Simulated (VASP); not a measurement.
# MgO (Cm) in VASP: single point with PBE

Aim: the single point of MgO with PBE.

Program: VASP 6.6.1. These are calculated values, not measurements. Logs are shortened: lines on timing, memory, paths and dates and some standing lists are left out, and cuts for length are marked.

### 1 The cell of the first run

It takes space group Cm (No. 8, monoclinic). The conventional cell has a = 4.270 Å, b = 4.270 Å, c = 3.020 Å, α = 90.00°, β = 135.00°, γ = 90.00°. Mg (site symmetry m) has 6 O at 1.94 to 2.34 Å within 2.6 Å. O (site symmetry m) has 6 Mg at 1.94 to 2.34 Å within 2.6 Å.

### 2 Single point, PBE (atom 2 (O) moved by (-0.200, -0.100) A along x and z)

Contents of INCAR:

```
PREC = Accurate ; ENCUT = 520
EDIFF = 1E-7 ; ISMEAR = 0
SIGMA = 0.05 ; LREAL = False
LASPH = True ; NELM = 60
ALGO = Normal ; ISIF = 2
LWAVE = False ; LCHARG = False
GGA = PE ; NBANDS = 11
```

Contents of KPOINTS:

```
regular mesh
0
Gamma
  10 10 10
```

Contents of POSCAR:

```
MgO
1.0
    0.0000000000      2.1351500000      2.1351500000
    2.1351500000      0.0000000000      2.1351500000
    2.1351500000      2.1351500000      0.0000000000
Mg O
1 1
Direct
    0.0000000000      0.0000000000      0.0000000000
    0.5234175585      0.4297473245      0.4765824415
```

Potentials or basis: VASP PAW PBE potentials, release 64 (Mg, O).

Command:

```bash
cat potpaw_PBE.64/Mg/POTCAR potpaw_PBE.64/O/POTCAR > POTCAR
mpirun -np 1 vasp_std > vasp.out
```

OUTCAR:

```text
PREC = Accurate
   ENCUT = 520
   EDIFF = 1E-7
   ISMEAR = 0
   LREAL = False
   LASPH = True
   NELM = 60
   ISIF = 2
   GGA = PE

 ion  position               nearest neighbor table
   1  0.000  0.000  0.000-   2 1.94   2 2.04   2 2.15   2 2.15   2 2.24   2 2.34
   2  0.523  0.430  0.477-   1 1.94   1 2.04   1 2.15   1 2.15   1 2.24   1 2.34

  LATTYP: Found a face centered cubic cell.
 ALAT       =     4.2703000000

  Lattice vectors:

 A1 = (   0.0000000000,   2.1351500000,   2.1351500000)
 A2 = (   2.1351500000,   0.0000000000,   2.1351500000)
 A3 = (   2.1351500000,   2.1351500000,   0.0000000000)

Analysis of symmetry for initial positions (statically):
=====================================================================
 Subroutine PRICEL returns:
 Original cell was already a primitive cell.

 Routine SETGRP: Setting up the symmetry group for a
 face centered cubic supercell.

 Subroutine GETGRP returns: Found  2 space group operations
 (whereof  2 operations were pure point group operations)
 out of a pool of 48 trial point group operations.

The static configuration has the point symmetry C_1h.

Analysis of symmetry for dynamics (positions and initial velocities):
=====================================================================
 Subroutine PRICEL returns:
 Original cell was already a primitive cell.

 Routine SETGRP: Setting up the symmetry group for a
 face centered cubic supercell.

 Subroutine GETGRP returns: Found  2 space group operations
 (whereof  2 operations were pure point group operations)
 out of a pool of 48 trial point group operations.

The dynamic configuration has the point symmetry C_1h.

 Subroutine INISYM returns: Found  2 space group operations
 (whereof  2 operations are pure point group operations),
 and found     1 'primitive' translations

----------------------------------------------------------------------------------------

                                     Primitive cell

  volume of cell :      19.4677

  direct lattice vectors                    reciprocal lattice vectors
     0.000000000  2.135150000  2.135150000    -0.234175585  0.234175585  0.234175585
     2.135150000  0.000000000  2.135150000     0.234175585 -0.234175585  0.234175585
     2.135150000  2.135150000  0.000000000     0.234175585  0.234175585 -0.234175585

  length of vectors
     3.019558088  3.019558088  3.019558088     0.405604011  0.405604011  0.405604011

  position of ions in fractional coordinates (direct lattice)
     0.000000000  0.000000000  0.000000000
     0.523417559  0.429747324  0.476582441

  ion indices of the primitive-cell ions
   primitive index   ion index
                 1           1
                 2           2

[... 84 lines left out ...]
   EMIN   =  10.00;   EMAX   =-10.00  energy-range for DOS
   EFERMI =   0.00;   METHOD = LEGACY
   ISMEAR =     0;   SIGMA  =   0.05  broadening in eV -4-tet -1-fermi 0-gaus
   EFERMI_NEDOS =   21; number of points for ismear=-14 and -15
   IALGO  =     38    algorithm
   IMIX   =      4    mixing-type and parameters
     AMIX     =   0.40;   BMIX     =  1.00
     AMIX_MAG =   1.60;   BMIX_MAG =  1.00
  volume/ion in A,a.u.               =       9.73        65.69
  Fermi-wavevector in a.u.,A,eV,Ry     =   1.217119  2.300022 20.155386  1.481379
  Thomas-Fermi vector in A             =   2.352450
   LORBIT       =      0    0 simple, 1 ext, 2 COOP (PROOUT), +10 PAW based schemes
   GGA     = PE    functional components
   LHFCALC =     F    Hartree Fock is set to
   AEXX    =    0.0000 exact exchange contribution
   IVDW    =     0    specifies the selected vdW correction
   LEPSILON=     F    determine dielectric tensor
   LRPA    =     F    only Hartree local field effects (RPA)
 non-spin polarized calculation
 Gauss-broadening in eV      SIGMA  =   0.05
  energy-cutoff  :      520.00
  volume of cell :       19.47
 maximum number of plane-waves:       544
   NGX = 11   NGY = 11   NGZ = 11

 number of electron       8.0000000 magnetization

 Free energy of the ion-electron system (eV)
  ---------------------------------------------------
  ext. energy  EPLUGINS =         0.00000000
  ---------------------------------------------------
  free energy    TOTEN  =       -11.78601841 eV

  energy without entropy =      -11.78601841  energy(sigma->0) =      -11.78601841

 E-fermi :   3.0864     XC(G=0): -10.8666

 val. band max:        2.8469679409   @ k =   0.0000   0.0000   0.0000
 cond. band min:       7.1701317837   @ k =   0.0000   0.0000   0.0000
 fundamental gap:      4.3231638427
 Fermi energy:         3.0864479447

 k-point     1 :       0.0000    0.0000    0.0000
  band No.  band energies     occupation
      1     -14.1977      2.00000
      2       2.7733      2.00000
      3       2.8441      2.00000
      4       2.8470      2.00000
      5       7.1701      0.00000
      6      18.4614      0.00000
      7      18.6320      0.00000
      8      18.6969      0.00000
      9      22.1486      0.00000
     10      24.0302      0.00000
     11      24.0995      0.00000
[... 309 lines left out ...]
 k-point    24 :       0.3000    0.2000    0.3000
  band No.  band energies     occupation
      1     -13.5359      2.00000
      2       0.0483      2.00000
      3       2.2948      2.00000
      4       2.3621      2.00000
      5      10.1317      0.00000
      6      14.7863      0.00000
      7      18.4622      0.00000
      8      19.2810      0.00000
      9      21.6151      0.00000
     10      24.3479      0.00000
     11      25.4339      0.00000

 [... further k-points ...]

------------------------ aborting loop because EDIFF is reached ----------------------------------------

  FORCE on cell =-STRESS in cart. coord.  units (eV):
  Direction    XX          YY          ZZ          XY          YZ          ZX
  --------------------------------------------------------------------------------------
  -------------------------------------------------------------------------------------
  Total        1.1424001     -0.3991395     -0.0406364      0.0000000      0.0000000     -0.1247619
  in kB       94.0185736    -32.8488485     -3.3443415      0.0000000      0.0000000    -10.2677966
  external PRESSURE =      19.2751278 kB  Pullay stress =       0.0000000 kB

 VOLUME and BASIS-vectors are now :
 -----------------------------------------------------------------------------
  energy-cutoff  :      520.00
  volume of cell :       19.47
      direct lattice vectors                 reciprocal lattice vectors
     0.000000000  2.135150000  2.135150000    -0.234175585  0.234175585  0.234175585
     2.135150000  0.000000000  2.135150000     0.234175585 -0.234175585  0.234175585
     2.135150000  2.135150000  0.000000000     0.234175585  0.234175585 -0.234175585

 POSITION                                       TOTAL-FORCE (eV/Angst)
 -----------------------------------------------------------------------------------
      0.00000      0.00000      0.00000        -1.146334      0.000000     -0.404511
      1.93515      2.13515      2.03515         1.146334      0.000000      0.404511
 -----------------------------------------------------------------------------------
    total drift:                                0.000782      0.000001      0.000431

  FREE ENERGIE OF THE ION-ELECTRON SYSTEM (eV)
  ---------------------------------------------------
  free  energy   TOTEN  =       -11.7860184062 eV

  energy  without entropy=      -11.7860184062  energy(sigma->0) =      -11.78601841
```

OSZICAR:

```text
N       E                     dE             d eps       ncg     rms          rms(c)
DAV:   1     0.138415938387E+02    0.13842E+02   -0.45938E+03  7132   0.644E+02
DAV:   2    -0.128313919989E+02   -0.26673E+02   -0.25868E+02  7135   0.136E+02
DAV:   3    -0.134206207671E+02   -0.58923E+00   -0.58878E+00  7522   0.175E+01
DAV:   4    -0.134221172511E+02   -0.14965E-02   -0.14964E-02  6843   0.101E+00
DAV:   5    -0.134221223745E+02   -0.51233E-05   -0.51233E-05  7395   0.575E-02    0.736E+00
DAV:   6    -0.118079795769E+02    0.16141E+01   -0.94990E+00  6672   0.167E+01    0.231E+00
DAV:   7    -0.117928691170E+02    0.15110E-01   -0.67447E-02  6939   0.222E+00    0.137E+00
DAV:   8    -0.117865698547E+02    0.62993E-02   -0.32803E-02  6546   0.201E+00    0.265E-01
DAV:   9    -0.117859638777E+02    0.60598E-03   -0.16166E-03  7233   0.287E-01    0.105E-01
DAV:  10    -0.117860151830E+02   -0.51305E-04   -0.27147E-04  6912   0.131E-01    0.119E-02
DAV:  11    -0.117860177745E+02   -0.25916E-05   -0.81351E-06  7353   0.253E-02    0.110E-02
DAV:  12    -0.117860183730E+02   -0.59846E-06   -0.55441E-06  6924   0.175E-02    0.199E-03
DAV:  13    -0.117860184062E+02   -0.33164E-07   -0.79766E-08  6852   0.256E-03
   1 F= -.11786018E+02 E0= -.11786018E+02  d E =-.485108E-14
```

stdout:

```text
POSCAR found type information on POSCAR MgO
 POSCAR found :  2 types and       2 ions
 scaLAPACK will be used
 LDA part: xc-table for (Slater+PW92), standard interpolation
 POSCAR, INCAR and KPOINTS ok, starting setup
 FFT: planning ... GRIDC
 FFT: planning ... GRID_SOFT
 FFT: planning ... GRID
 WAVECAR not read
 entering main loop
```

Wall time 68 s (1 thread of Intel Xeon 8259CL, shared host); peak memory 0.19 GiB.

What came out:

```
Free energy            : -11.7860 eV
Pressure               : 1.9 GPa
Largest force          : 1.216 eV/Å
Band gap on the k mesh : 4.32 eV, direct
```

Forces in eV/Å, atoms in the order of the input:
```
Mg  -1.146  0.000 -0.405
O    1.146  0.000  0.405
```

Levels at points of the mesh, in eV from the valence-band top:
| k point | band 1 | band 2 | band 3 | band 4 | band 5 | band 6 | band 7 | band 8 |
| --- | --- | --- | --- | --- | --- | --- | --- | --- |
| (0.00, 0.00, 0.00) | -17.04 | -0.07 | 0.00 | 0.00 | 4.32 | 15.61 | 15.79 | 15.85 |
| (0.50, 0.00, 0.00) | -15.88 | -4.41 | -0.59 | -0.54 | 7.63 | 11.91 | 15.83 | 16.13 |
| (0.00, 0.50, 0.00) | -15.88 | -4.40 | -0.65 | -0.57 | 7.72 | 12.01 | 15.88 | 16.03 |
| (0.50, 0.50, 0.00) | -15.63 | -3.88 | -1.30 | -1.28 | 9.21 | 9.31 | 12.72 | 18.32 |
| (0.00, 0.50, 0.50) | -15.64 | -3.85 | -1.27 | -1.27 | 9.14 | 9.27 | 12.73 | 18.40 |
| (0.50, 0.00, 0.50) | -15.63 | -3.88 | -1.33 | -1.27 | 9.20 | 9.37 | 12.72 | 18.25 |

Caveat: the cell differs from its parent crystal (atom 2 (O) moved by (-0.200, -0.100) A along x and z); forces of over 1 eV/Å act on the atoms, so gaps and moduli don't describe the material at rest.
